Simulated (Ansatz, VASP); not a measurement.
**One calculation of ZnPt, two programs**

```
Zn Pt
1.0
     2.80950    0.00000    0.00000
     0.00000    2.80950    0.00000
     0.00000    0.00000    3.44288
Zn Pt
1 1
Direct
  0.50000 0.50000 0.50000
  0.00000 0.00000 0.00000
```

Alike in both runs: functional LDA; k mesh 16 × 16 × 12; occupations gaussian, width 0.1 eV; no spin polarisation.

Ansatz relaxed the structure, and its values are those at the end. VASP's run is a single point on that final structure, the one shown.

```csv
,VASP,Ansatz
version,VASP 6.6.1,Ansatz 0.2.0
potentials or method,"VASP PAW LDA potentials, release 64 (Zn, Pt), cutoff 500 eV","scalar-relativistic, plane waves, PAW"
valence electrons in the cell,22,30
```

```tsv
	VASP	Ansatz	Ansatz less VASP
gap on the k mesh at the Fermi level (eV)	none	none	-
pressure (GPa)	1.2	0.0	-1.21
```

LDA's correlation is that of Perdew and Zunger in VASP and of Perdew and Wang (1992) in Ansatz. A gap of «none» marks a metal or a gap that the smearing closes. VASP's potentials hold 22 valence electrons a cell and Ansatz's 30, so a difference there can come from the potentials and not from the codes.

Spin-orbit coupling is off throughout.
